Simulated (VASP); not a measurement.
# GaN (P6_3mc) in VASP: elastic constants with PBE

Aim: the elastic constants of GaN with PBE.

Program: VASP 6.6.1. These are calculated values, not measurements. Logs are shortened: lines on timing, memory, paths and dates and some standing lists are left out, and cuts for length are marked.

## Step 1: The cell of the first run

It takes space group P6_3mc (No. 186, hexagonal). Conventional cell: a = 3.218 Å, b = 3.218 Å, c = 5.243 Å, α = 90.00°, β = 90.00°, γ = 120.00°. Within 2.6 Å of Ga (site symmetry 3m) lie 4 N at 1.97 to 1.98 Å. N (site symmetry 3m) has 4 Ga at 1.97 to 1.98 Å within 2.6 Å.

## Step 2: Elastic constants, PBE

INCAR

```
PREC     = Accurate       # precision mode
ENCUT    = 600            # plane-wave cutoff, eV
EDIFF    = 1E-8           # SCF threshold, eV
ISMEAR   = 0              # smearing method
SIGMA    = 0.01           # smearing width, eV
LREAL    = False          # projectors in reciprocal space
LASPH    = True           # aspherical terms in the spheres
NELM     = 100            # most SCF steps
ALGO     = Normal         # electronic algorithm
ISIF     = 3              # what is computed and relaxed
LWAVE    = False          # write WAVECAR
LCHARG   = True           # write CHGCAR
GGA      = PE             # functional
IBRION   = 6              # ionic algorithm
NFREE    = 2            
POTIM    = 0.015          # step
NSW      = 1              # ionic steps
```

KPOINTS

```
Automatic mesh
0
Gamma
  12 12 6
```

POSCAR

```
GaN
1.0
    3.2184275448      0.0000000000      0.0000000000
   -1.6092137724      2.7872400141      0.0000000000
    0.0000000000      0.0000000000      5.2430821301
Ga N
2 2
Direct
    0.3333333333      0.6666666667      0.9991245061
    0.6666666667      0.3333333333      0.4991245061
    0.3333333333      0.6666666667      0.3758754939
    0.6666666667      0.3333333333      0.8758754939
```

Potentials or basis: VASP PAW PBE potentials, release 64 (Ga_d, N).

Run with:

```bash
> cat potpaw_PBE.64/Ga_d/POTCAR potpaw_PBE.64/N/POTCAR > POTCAR
> mpirun -np 1 vasp_std > vasp.out
```

OUTCAR:

```text
PREC = Accurate
   ENCUT = 600
   EDIFF = 1E-8
   ISMEAR = 0
   LREAL = False
   LASPH = True
   NELM = 100
   ISIF = 3
   GGA = PE
   IBRION = 6
   NFREE = 2
   POTIM = 0.015
   NSW = 1

 ion  position               nearest neighbor table
   1  0.333  0.667  0.999-   4 1.97   4 1.97   4 1.97   3 1.98
   2  0.667  0.333  0.499-   3 1.97   3 1.97   3 1.97   4 1.98
   3  0.333  0.667  0.376-   2 1.97   2 1.97   2 1.97   1 1.98
   4  0.667  0.333  0.876-   1 1.97   1 1.97   1 1.97   2 1.98

  LATTYP: Found a hexagonal cell.
 ALAT       =     3.2184275448
 C/A-ratio  =     1.6290819219

  Lattice vectors:

 A1 = (   3.2184275448,   0.0000000000,   0.0000000000)
 A2 = (  -1.6092137724,   2.7872400141,   0.0000000000)
 A3 = (   0.0000000000,   0.0000000000,   5.2430821301)

Analysis of symmetry for initial positions (statically):
=====================================================================
 Subroutine PRICEL returns:
 Original cell was already a primitive cell.

 Routine SETGRP: Setting up the symmetry group for a
 hexagonal supercell.

 Subroutine GETGRP returns: Found 12 space group operations
 (whereof  6 operations were pure point group operations)
 out of a pool of 24 trial point group operations.

The static configuration has the point symmetry C_3v.
 The point group associated with its full space group is C_6v.

Analysis of symmetry for dynamics (positions and initial velocities):
=====================================================================
 Subroutine PRICEL returns:
 Original cell was already a primitive cell.

 Routine SETGRP: Setting up the symmetry group for a
 hexagonal supercell.

 Subroutine GETGRP returns: Found 12 space group operations
 (whereof  6 operations were pure point group operations)
 out of a pool of 24 trial point group operations.

The dynamic configuration has the point symmetry C_3v.
 The point group associated with its full space group is C_6v.

 Subroutine INISYM returns: Found 12 space group operations
 (whereof  6 operations are pure point group operations),
 and found     1 'primitive' translations

----------------------------------------------------------------------------------------

                                     Primitive cell

  volume of cell :      47.0332

  direct lattice vectors                    reciprocal lattice vectors
     3.218427545  0.000000000  0.000000000     0.310710739  0.179388929  0.000000000
    -1.609213772  2.787240014  0.000000000     0.000000000  0.358777857  0.000000000
     0.000000000  0.000000000  5.243082130     0.000000000  0.000000000  0.190727510

  length of vectors
     3.218427545  3.218427545  5.243082130     0.358777857  0.358777857  0.190727510

  position of ions in fractional coordinates (direct lattice)
     0.333333333  0.666666667  0.999124506
     0.666666667  0.333333333  0.499124506
     0.333333333  0.666666667  0.375875494
     0.666666667  0.333333333  0.875875494

  ion indices of the primitive-cell ions
   primitive index   ion index
                 1           1
                 2           2
[... 112 lines left out ...]
   NGX = 13   NGY = 13   NGZ = 21

--------------------------------------- Ionic step        1  -------------------------------------------

 number of electron      36.0000002 magnetization

 Free energy of the ion-electron system (eV)
  ---------------------------------------------------
  ext. energy  EPLUGINS =         0.00000000
  ---------------------------------------------------
  free energy    TOTEN  =       -24.33089140 eV

  energy without entropy =      -24.33089140  energy(sigma->0) =      -24.33089140

------------------------ aborting loop because EDIFF is reached ----------------------------------------

  FORCE on cell =-STRESS in cart. coord.  units (eV):
  Direction    XX          YY          ZZ          XY          YZ          ZX
  --------------------------------------------------------------------------------------
  -------------------------------------------------------------------------------------
  Total       -0.0192890     -0.0192890     -0.0089079      0.0000000      0.0000000      0.0000000
  in kB       -0.6570748     -0.6570748     -0.3034468      0.0000000      0.0000000      0.0000000
  external PRESSURE =      -0.5391988 kB  Pullay stress =       0.0000000 kB
[... 95 lines left out ...]
  FREE ENERGIE OF THE ION-ELECTRON SYSTEM (eV)
  ---------------------------------------------------
  free  energy   TOTEN  =       -24.3185126830 eV

  energy  without entropy=      -24.3185126830  energy(sigma->0) =      -24.31851268

[... ionic steps 4 to 18 ...]

--------------------------------------- Ionic step       19  -------------------------------------------

 number of electron      36.0000003 magnetization

------------------------ aborting loop because EDIFF is reached ----------------------------------------
[... 71 lines left out ...]
--------------------------------------- Ionic step       21  -------------------------------------------

 number of electron      36.0000003 magnetization

 Free energy of the ion-electron system (eV)
  ---------------------------------------------------
  ext. energy  EPLUGINS =         0.00000000
  ---------------------------------------------------
  free energy    TOTEN  =       -24.32903955 eV

  energy without entropy =      -24.32903955  energy(sigma->0) =      -24.32903955

 E-fermi :   5.1198     XC(G=0): -11.5154

 val. band max:        5.0165930792   @ k =   0.0000   0.0000   0.0000
 cond. band min:       6.7222673081   @ k =   0.0000   0.0000   0.0000
 fundamental gap:      1.7056742289
 Fermi energy:         5.1197835202

 k-point     1 :       0.0000    0.0000    0.0000
  band No.  band energies     occupation
      1     -10.7272      2.00000
      2      -9.9003      2.00000
      3      -8.4154      2.00000
      4      -8.3980      2.00000
      5      -8.3980      2.00000
      6      -8.3400      2.00000
[... 589 lines left out ...]
     21      11.9482      0.00000
     22      13.0396      0.00000

 [... further k-points ...]
[... 5 lines left out ...]
  --------------------------------------------------------------------------------------
  -------------------------------------------------------------------------------------
  Total       -0.0846694     -0.0846694      0.1249006      0.0000000      0.0000000      0.0000000
  in kB       -2.8842467     -2.8842467      4.2547134      0.0000000      0.0000000      0.0000000
  external PRESSURE =      -0.5045934 kB  Pullay stress =       0.0000000 kB
[... 19 lines left out ...]
  FREE ENERGIE OF THE ION-ELECTRON SYSTEM (eV)
  ---------------------------------------------------
  free  energy   TOTEN  =       -24.3290395451 eV

  energy  without entropy=      -24.3290395451  energy(sigma->0) =      -24.32903955

 INTERNAL STRAIN TENSORS FROM STRAINED CELLS
 ============================================

 INTERNAL STRAIN TENSOR FOR ION    1 for displacements in x,y,z  (eV/Angst):
          X           Y           Z          XY          YZ          ZX
  --------------------------------------------------------------------------------
  x    -0.00000    -0.00000     0.00000    -6.80277     0.00000    -4.61826
  y    -6.81961     6.83924    -0.00000    -0.00009    -4.61741    -0.00005
  z    -4.44353    -4.44889     8.41222    -0.00022    -0.00009    -0.00001

 INTERNAL STRAIN TENSORS FROM DISPLACED ATOMS
 ============================================

 INTERNAL STRAIN TENSOR FOR ION    1 for displacements in x,y,z  (eV/Angst):
          X           Y           Z          XY          YZ          ZX
  --------------------------------------------------------------------------------
  x     0.00000     0.00000    -0.00000    -6.79497    -0.00000    -4.62747
  y    -6.79497     6.79497     0.00000     0.00000    -4.62746     0.00000
  z    -4.39371    -4.39371     8.39274     0.00000     0.00000    -0.00000

 INTERNAL STRAIN TENSOR FOR ION    4 for displacements in x,y,z  (eV/Angst):
          X           Y           Z          XY          YZ          ZX
  --------------------------------------------------------------------------------
  x     0.00000     0.00000     0.00000     8.22307     0.00000     4.61834
  y     8.22307    -8.22307     0.00000     0.00000     4.61833    -0.00000
  z     4.46332     4.46332    -8.32047     0.00000     0.00000     0.00000

 Eigenvectors and eigenvalues of the dynamical matrix
 ----------------------------------------------------

   1 f  =   19.604960 THz   123.181599 2PiTHz  653.951088 cm-1    81.079565 meV
             X         Y         Z           dx          dy          dz
     -0.000000  1.858160  5.238492    -0.000000   -0.000000    0.026457
      1.609214  0.929080  2.616951    -0.000000   -0.000000   -0.026457
     -0.000000  1.858160  1.970746    -0.000000   -0.000000   -0.706612
      1.609214  0.929080  4.592287     0.000000    0.000000    0.706612
[... 71 lines left out ...]
  12 f/i=    0.003350 THz     0.021047 2PiTHz    0.111734 cm-1     0.013853 meV
             X         Y         Z           dx          dy          dz
     -0.000000  1.858160  5.238492    -0.000000    0.000000    0.645215
      1.609214  0.929080  2.616951    -0.000000    0.000000    0.645215
     -0.000000  1.858160  1.970746    -0.000000    0.000000    0.289306
      1.609214  0.929080  4.592287    -0.000000    0.000000    0.289306

--------------------------------------------------------------------------------------------------------

 ELASTIC MODULI CONTR FROM IONIC RELAXATION (kBar)
 Direction    XX          YY          ZZ          XY          YZ          ZX
 --------------------------------------------------------------------------------
 XX        -490.4822    239.2404    237.0474     -0.0000      0.0000     -0.0000
 YY         239.2404   -490.4822    237.0474      0.0000      0.0000      0.0000
 ZZ         237.0474    237.0474   -447.3101     -0.0000      0.0000     -0.0000
 XY          -0.0000      0.0000     -0.0000   -364.8613      0.0000     -0.0000
 YZ          -0.0000      0.0000      0.0000      0.0000   -125.1018     -0.0000
 ZX          -0.0000      0.0000     -0.0000      0.0000     -0.0000   -125.1026
 --------------------------------------------------------------------------------

 TOTAL ELASTIC MODULI (kBar)
 Direction    XX          YY          ZZ          XY          YZ          ZX
 --------------------------------------------------------------------------------
 XX        3219.5965   1113.3883    782.1824     -0.0000      0.0000     -0.0000
 YY        1113.3883   3219.5965    782.1824      0.0000      0.0000      0.0000
 ZZ         782.1824    782.1824   3557.1626     -0.0000      0.0000     -0.0000
 XY          -0.0000      0.0000     -0.0000   1053.1041      0.0000     -0.0000
 YZ          -0.0000      0.0000      0.0000      0.0000    890.2872     -0.0000
 ZX          -0.0000      0.0000     -0.0000      0.0000     -0.0000    890.2863
 --------------------------------------------------------------------------------
```

It took 1.7 h on 1 thread of Oxide Virtual Turin-like, shared host; peak memory 0.82 GiB.

Results:

```yaml
Voigt_bulk_modulus: 171 GPa
Highest_phonon_frequency_at_Γ_LO-TO_splitting_left_out: 654 cm⁻¹
```

Phonon frequencies in cm⁻¹ (negative: imaginary):
```
              q point                                frequencies
(0.000, 0.000, 0.000)  0 0 0 136 136 319 498 521 521 528 528 654
```

Elastic tensor in Voigt notation (GPa, in the Cartesian axes of the cell as first typed):
```
322 111  78   0   0   0
111 322  78   0   0   0
 78  78 356   0   0   0
  0   0   0  89   0   0
  0   0   0   0  89   0
  0   0   0   0   0 105
```

Clamped-ion elastic tensor (GPa):
```
371  87  55   0   0   0
 87 371  55   0   0   0
 55  55 400   0   0   0
  0   0   0 102   0   0
  0   0   0   0 102   0
  0   0   0   0   0 142
```
